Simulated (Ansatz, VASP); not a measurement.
# TiC: VASP beside Ansatz

Contents of POSCAR:

```
TiC
1.0
    0.0000000000      2.2289200000      2.2289200000
    2.2289200000      0.0000000000      2.2289200000
    2.2289200000      2.2289200000      0.0000000000
Ti C
1 1
Direct
    0.0000000000      0.0000000000      0.0000000000
    0.5000000000      0.5000000000      0.5000000000
```

INCAR.step1

```
PREC = Accurate
ENCUT = 520
ISMEAR = 0
SIGMA = 0.15
LREAL = F
LASPH = T
NELM = 80
NBANDS = 15
GGA = PE
ALGO = Normal
EDIFF = 1E-4
LWAVE = T
LCHARG = F
```

INCAR.step2

```
PREC = Accurate
ENCUT = 520
EDIFF = 1E-6
ISMEAR = 0
SIGMA = 0.15
LREAL = F
LASPH = T
NELM = 80
ALGO = Normal
ISIF = 2
LWAVE = F
LCHARG = F
METAGGA = R2SCAN
LMIXTAU = T
NBANDS = 15
ISTART = 1
```

The input KPOINTS:

```
Automatic mesh
0
Gamma
  18 18 18
```

Input for Ansatz:

```yaml
crystal:
  lattice:
    - [0.0, 2.22892, 2.22892]
    - [2.22892, 0.0, 2.22892]
    - [2.22892, 2.22892, 0.0]
  atoms:
    - { symbol: Ti, position: [0.0, 0.0, 0.0] }
    - { symbol: C, position: [0.5, 0.5, 0.5] }
basis:
  ecutwfc: 500
kpoints:
  mp_grid: { grid: [18, 18, 18] }
hamiltonian:
  xc: r2scan
scf:
  occupations: { method: gaussian, width: 0.15 }
output:
  forces: true
  stress: true
  eigenvalues: true
```

Change from the starting cell: strain +0.030 along x and y, +0.030 along z, atoms carried along.

Alike in both runs: task single point; functional r2SCAN; k mesh 18 × 18 × 18; occupations gaussian, width 0.15 eV; no spin polarisation.

|  | VASP | Ansatz |
| --- | --- | --- |
| version | VASP 6.6.1 | Ansatz 0.2.0 |
| potentials or method | VASP PAW PBE potentials, release 64 (Ti_sv, C), cutoff 520 eV | scalar-relativistic, plane waves, PAW |
| valence electrons in the cell | 16 | 16 |

```csv
,VASP,Ansatz,Ansatz less VASP
gap on the k mesh at the Fermi level (eV),none,none,-
pressure (GPa),-18.8,-19.5,-0.77
```

VASP's potentials were made for PBE, not for r2SCAN. A gap of «none» marks a metal or a gap that the smearing closes. The functional is the same, so the differences come from potentials, cutoffs and numerics.
